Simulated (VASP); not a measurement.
Write the native input for VASP 6.6.1 that does the following.

```
Task                               : single point
Functional                         : PBE0
Potentials or basis                : VASP PAW PBE potentials, release 64 (N, B)
Cutoff                             : 520 eV
k mesh                             : 6 × 6 × 4
Occupations                        : fermi-dirac, width 0.05 eV
Spin                               : no spin polarisation
Dipole correction                  : no
Grid for exact exchange (PRECFOCK) : Normal
Further INCAR settings             : ALGO = Normal; EDIFF = 1e-07; NBANDS = 11
Share of exact exchange            : 0.25
```

BN:

```
CELL_PARAMETERS angstrom
2.50804 0.00000 0.00000
-1.24671 2.17623 0.00000
-0.63067 -1.08812 3.02254
ATOMIC_POSITIONS crystal
N 0.66851 0.33238 0.98500
B 0.97964 0.98350 0.00181
```

One way to write it, as run:

POSCAR

```
BN
1.0
    2.5080409239      0.0000000000      0.0000000000
   -1.2467107647      2.1762310413      0.0000000000
   -0.6306650796     -1.0881155206      3.0225400000
N B
1 1
Direct
    0.6685060000      0.3323850000      0.9849990000
    0.9796430000      0.9834990000      0.0018060000
```

INCAR.step1

```
PREC     = Accurate       # precision mode
ENCUT    = 520            # plane-wave cutoff, eV
EDIFF    = 1E-5           # SCF threshold, eV
ISMEAR   = -1             # smearing method
SIGMA    = 0.05           # smearing width, eV
LREAL    = F              # projectors in reciprocal space
LASPH    = T              # aspherical terms in the spheres
NELM     = 100            # most SCF steps
ALGO     = Normal         # electronic algorithm
ISIF     = 2              # what is computed and relaxed
LWAVE    = T              # write WAVECAR
LCHARG   = F              # write CHGCAR
NBANDS   = 11             # bands
GGA      = PE             # functional
```

INCAR.step2

```
PREC     = Accurate       # precision mode
ENCUT    = 520            # plane-wave cutoff, eV
EDIFF    = 1E-7           # SCF threshold, eV
ISMEAR   = -1             # smearing method
SIGMA    = 0.05           # smearing width, eV
LREAL    = F              # projectors in reciprocal space
LASPH    = T              # aspherical terms in the spheres
NELM     = 100            # most SCF steps
ALGO     = Normal         # electronic algorithm
ISIF     = 2              # what is computed and relaxed
LWAVE    = F              # write WAVECAR
LCHARG   = F              # write CHGCAR
GGA      = PE             # functional
LHFCALC  = T              # exact exchange
AEXX     = 0.25           # exact-exchange fraction
PRECFOCK = Normal       
NBANDS   = 11             # bands
ISTART   = 1
```

KPOINTS

```
Automatic mesh
0
Gamma
  6 6 4
```

Potentials or basis: VASP PAW PBE potentials, release 64 (N, B).

Launch:

```bash
$ cat potpaw_PBE.64/N/POTCAR potpaw_PBE.64/B/POTCAR > POTCAR
$ cp INCAR.step1 INCAR
$ mpirun -np 1 vasp_std > vasp.out
$ cp INCAR.step2 INCAR
$ mpirun -np 1 vasp_std > vasp.out
```

It gave:

| Item | Value |
| --- | --- |
| Pressure | -0.5 GPa |
| Largest force | 2.811 eV/Å |
| Band gap on the k mesh | 4.93 eV (least direct gap 6.67 eV) |

Caveat: the k points lie up to 0.52 Å⁻¹ apart; the PAW data sets were made with another functional, which shifts forces and pressure a little.

Wall time 5.6 min on 1 thread of AMD EPYC 9R45 96-Core Processor (Zen 5) (shared host), peak memory 0.11 GiB.
